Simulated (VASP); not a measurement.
A run of VASP 6.6.1 is set up as follows.

The input INCAR:

```
SYSTEM = AlCo3
PREC = Accurate ; ENCUT = 520
EDIFF = 1E-7 ; ISMEAR = 0
SIGMA = 0.1 ; LREAL = .False.
LASPH = .True. ; NELM = 150
ALGO = Normal ; ISIF = 2
LWAVE = .False. ; LCHARG = .False.
ISPIN = 2 ; MAGMOM = 0 1.48 1.48 1.48
LORBIT = 11 ; LMAXMIX = 4
GGA = PS ; NBANDS = 27
```

The input KPOINTS:

```
Automatic mesh
0
Gamma
  8 8 8
  0.5 0.5 0.5
```

The input POSCAR:

```
AlCo3
1.0
    3.5749480000      0.0000000000      0.0000000000
    0.0000000000      3.5749480000      0.0000000000
    0.0000000000      0.0000000000      3.5749480000
Al Co
1 3
Direct
    0.0000000000      0.0000000000      0.0000000000
    0.5000000000      0.5000000000      0.0000000000
    0.5000000000      0.0000000000      0.5000000000
    0.0000000000      0.5000000000      0.5000000000
```

Potentials or basis: VASP PAW PBE potentials, release 64 (Al, Co).

The run is started by

```bash
$ cat potpaw_PBE.64/Al/POTCAR potpaw_PBE.64/Co/POTCAR > POTCAR
$ mpirun -np 1 vasp_std > vasp.out
```

Problem. Estimate the pressure.

Solution. -7.6 GPa.

Problem. Estimate the net moment.

Solution. 3.87 μB per cell.

Problem. Predict the site moments.

Solution. Al -0.04; Co +1.32 μB.

Caveat: the cell stands under tension; the PAW data sets were made with another functional, which shifts forces and pressure a little.
